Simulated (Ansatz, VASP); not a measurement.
## One calculation of Hf, two programs

```
Hf
1.0
     0.00000    2.24303    2.24303
     2.24303    0.00000    2.24303
     2.24303    2.24303    0.00000
Hf
1
Direct
  0.00000 0.00000 0.00000
```

Alike in both runs: functional PBE; k mesh 16 × 16 × 16; occupations gaussian, width 0.1 eV; no spin polarisation.

Ansatz relaxed the structure, and its values are those at the end. VASP's run is a single point on that final structure, the one shown.

```csv
,VASP,Ansatz
version,VASP 6.6.1,Ansatz 0.2.0
potentials or method,"VASP PAW PBE potentials, release 64 (Hf_pv), cutoff 520 eV","scalar-relativistic, plane waves, PAW"
valence electrons in the cell,10,26
```

```csv
,VASP,Ansatz,Ansatz less VASP
gap on the k mesh at the Fermi level (eV),none,none,-
pressure (GPa),-0.5,-0.1,+0.45
```

A gap of «none» marks a metal or a gap that the smearing closes. VASP's potentials hold 10 valence electrons a cell and Ansatz's 26, so a difference there can come from the potentials and not from the codes.

Spin-orbit coupling is off throughout.
